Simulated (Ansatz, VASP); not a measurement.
# CuO in VASP and in Ansatz

File INCAR:

```
SYSTEM = CuO
ALGO = Normal
EDIFF = 1E-7
ENCUT = 520
GGA = PE
ISIF = 2
ISMEAR = -1
LASPH = .True.
LCHARG = .False.
LREAL = .False.
LWAVE = .False.
NBANDS = 25
NELM = 80
PREC = Accurate
SIGMA = 0.08
```

File KPOINTS:

```
k-points
0
Gamma
  13 13 7
  0 0 0
```

POSCAR

```
CuO
1.0
    2.3446500000     -1.7134000000      0.0000000000
    2.3446500000      1.7134000000      0.0000000000
   -0.8605500000      0.0000000000      5.0594400000
Cu O
2 2
Direct
    0.0032000000      0.4968000000      0.0000000000
    0.4968000000      0.0032000000      0.5000000000
    0.5714000000      0.4056000000      0.2537000000
    0.4056000000      0.5714000000      0.7537000000
```

Input for Ansatz:

```yaml
crystal:
  lattice:
    - [2.34465, -1.7134, 0.0]
    - [2.34465, 1.7134, 0.0]
    - [-0.86055, 0.0, 5.05944]
  atoms:
    - { symbol: Cu, position: [0.0032, 0.4968, 0.0] }
    - { symbol: Cu, position: [0.4968, 0.0032, 0.5] }
    - { symbol: O, position: [0.5714, 0.4056, 0.2537] }
    - { symbol: O, position: [0.4056, 0.5714, 0.7537] }
kpoints:
  mp_grid: { grid: [13, 13, 7] }
  band_path:
    path:
      - [0.0, 0.0, 0.0]
      - [-0.3873685418, 0.3873685418, 0.0]
      - [-0.6126314582, -0.3873685418, 0.0]
      - [-0.5, -0.5, 0.0]
      - [0.0, 0.0, 0.0]
      - [-0.5, -0.5, 0.5]
      - [-0.6336779986, -0.3663220014, 0.5]
      - [-0.3663220014, 0.3663220014, 0.5]
      - [0.0, 0.0, 0.5]
    npoints: 8
scf:
  occupations: { method: fermi_dirac, width: 0.08 }
hamiltonian:
  xc: pbe
  pseudopotentials: { kind: all_electron, lapw: { basis_error: 0.001 } }
output:
  forces: true
  stress: true
  eigenvalues: true
  populations: true
  dos: { projected: true, de: 0.2, e_range: [-14, 8] }
```

Alike in both runs: task single point; functional PBE; k mesh 13 × 13 × 7; occupations fermi-dirac, width 0.08 eV; no spin polarisation.

```csv
,VASP,Ansatz
version,VASP 6.6.1,Ansatz 0.2.0
potentials or method,"VASP PAW PBE potentials, release 64 (Cu, O), cutoff 520 eV","all-electron LAPW, scalar-relativistic"
```

```tsv
	VASP	Ansatz	Ansatz less VASP
pressure (GPa)	6.4	5.7	-0.69
traceless stress, the component that is largest in VASP (GPa)	-1.73	-1.67	+0.057
rms of the force components (eV/Å)	0.445	0.434	-0.0108
```

Atom by atom the forces differ by 0.022 eV/Å (rms over components). Ansatz ran all-electron here, and VASP with PAW potentials.
